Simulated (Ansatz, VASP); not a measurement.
Ti3Zn in VASP and in Ansatz

Contents of INCAR:

```
SYSTEM = Ti3Zn
ALGO     = Fast           ! electronic algorithm
EDIFF    = 1E-6           ! SCF threshold, eV
ENCUT    = 520            ! plane-wave cutoff, eV
GGA      = CA             ! functional
ISIF     = 2              ! what is computed and relaxed
ISMEAR   = 0              ! smearing method
LASPH    = .True.         ! aspherical terms in the spheres
LCHARG   = .False.        ! write CHGCAR
LREAL    = .False.        ! projectors in reciprocal space
LWAVE    = .False.        ! write WAVECAR
NBANDS   = 32             ! bands
NELM     = 60             ! most SCF steps
PREC     = Accurate       ! precision mode
SIGMA    = 0.15           ! smearing width, eV
```

The input KPOINTS:

```
k-points
0
Gamma
  12 12 12
  0 0 0
```

File POSCAR:

```
Ti3Zn
1.0
    3.8746992483      0.0000000000      0.0000000000
    0.0000000000      3.8746992483      0.0000000000
    0.0000000000      0.0000000000      3.8746992483
Ti Zn
3 1
Direct
    0.0000000000      0.5000000000      0.5000000000
    0.5000000000      0.0000000000      0.5000000000
    0.5000000000      0.5000000000      0.0000000000
    0.0000000000      0.0000000000      0.0000000000
```

Input for Ansatz:

```yaml
crystal:
  lattice:
    - [3.8746992483, 0.0, 0.0]
    - [0.0, 3.8746992483, 0.0]
    - [0.0, 0.0, 3.8746992483]
  atoms:
    - { symbol: Ti, position: [0.0, 0.5, 0.5] }
    - { symbol: Ti, position: [0.5, 0.0, 0.5] }
    - { symbol: Ti, position: [0.5, 0.5, 0.0] }
    - { symbol: Zn, position: [0.0, 0.0, 0.0] }
basis:
  ecutwfc: 520.0
kpoints:
  mp_grid: { grid: [12, 12, 12] }
hamiltonian:
  xc: lda
scf:
  occupations: { method: gaussian, width: 0.15 }
output:
  forces: true
  stress: true
  eigenvalues: true
```

Alike in both runs: task single point; functional LDA; k mesh 12 × 12 × 12; occupations gaussian, width 0.15 eV; no spin polarisation.

|  | VASP | Ansatz |
| --- | --- | --- |
| version | VASP 6.6.1 | Ansatz 0.2.0 |
| potentials or method | VASP PAW LDA potentials, release 64 (Ti_sv, Zn), cutoff 520 eV | scalar-relativistic, plane waves, PAW |
| valence electrons in the cell | 48 | 48 |

VASP gave:

| Property | Result |
| --- | --- |
| gap on the k mesh at the Fermi level (eV) | none |
| pressure (GPa) | 3.9 |

Task: Estimate Ansatz's values.

Result: gap on the k mesh at the Fermi level (eV): none; pressure (GPa): 3.7.

LDA's correlation is that of Perdew and Zunger in VASP and of Perdew and Wang (1992) in Ansatz. A gap of «none» marks a metal or a gap that the smearing closes.
